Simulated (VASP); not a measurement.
Wanted: the native input for a VASP 6.6.1 run.

- Task: G0W0 quasiparticle levels
- Functional: PBE
- Potentials or basis: VASP PAW PBE potentials, release 64 (C_GW)
- Cutoff: 500 eV
- k mesh: 2 × 2 × 2
- Occupations: gaussian, width 0.01 eV
- Spin: no spin polarisation
- Dipole correction: no
- GW scheme: G0W0
- GW iterations: 1
- Cutoff of the response function: 200
- Frequency points: 48
- Empty bands: 218
- Further INCAR settings: ALGO = EVGW0; EDIFF = 1e-08; NBANDS = 222

C:

```
C
1.0
     0.00000    1.78350    1.78350
     1.78350    0.00000    1.78350
     1.78350    1.78350    0.00000
C
2
Direct
  0.00000 0.00000 0.00000
  0.25000 0.25000 0.25000
```

The input as run:

POSCAR

```
C
1.0
    0.0000000000      1.7835000000      1.7835000000
    1.7835000000      0.0000000000      1.7835000000
    1.7835000000      1.7835000000      0.0000000000
C
2
Direct
    0.0000000000      0.0000000000      0.0000000000
    0.2500000000      0.2500000000      0.2500000000
```

INCAR.step1

```
SYSTEM = C
PREC = Accurate
ENCUT = 500
EDIFF = 1E-8
ISMEAR = 0
SIGMA = 0.01
LREAL = .False.
LASPH = .True.
NELM = 60
ALGO = Normal
LWAVE = .True.
LCHARG = .False.
GGA = PE
```

INCAR.step2

```
SYSTEM = C
PREC = Accurate
ENCUT = 500
EDIFF = 1E-8
ISMEAR = 0
SIGMA = 0.01
LREAL = .False.
LASPH = .True.
NELM = 1
ALGO = Exact
LWAVE = .True.
LCHARG = .False.
GGA = PE
NBANDS = 222
LOPTICS = .True.
ISTART = 1
```

INCAR.step3

```
SYSTEM = C
PREC = Accurate
ENCUT = 500
EDIFF = 1E-8
ISMEAR = 0
SIGMA = 0.01
LREAL = .False.
LASPH = .True.
ALGO = EVGW0
LWAVE = .False.
LCHARG = .False.
GGA = PE
NELMGW = 1
NBANDS = 222
ENCUTGW = 200
NOMEGA = 48
PRECFOCK = Fast
ISTART = 1
NBANDSGW = 12
```

KPOINTS

```
regular mesh
0
Gamma
  2 2 2
  0 0 0
```

Potentials or basis: VASP PAW PBE potentials, release 64 (C_GW).

Launch:

```sh
$ cat potpaw_PBE.64/C_GW/POTCAR > POTCAR
$ cp INCAR.step1 INCAR
$ mpirun -np 1 vasp_std > vasp.out
$ cp INCAR.step2 INCAR
$ mpirun -np 1 vasp_std > vasp.out
$ cp INCAR.step3 INCAR
$ mpirun -np 1 vasp_std > vasp.out
```

Results of the run:

```json
{
  "Band gap on the k mesh, mean-field level": "4.56 eV, indirect (least direct gap 5.50 eV)",
  "Quasiparticle gap": "5.41 eV",
  "Least direct quasiparticle gap": "7.02 eV"
}
```

Caveat: the k points lie up to 1.53 Å⁻¹ apart; bands, screening cutoff and mesh are small and nothing is extrapolated, so the quasiparticle values aren't converged.

It took 19 s on 1 thread of AMD EPYC 7R13, with other jobs on the host, peak memory 0.09 GiB.
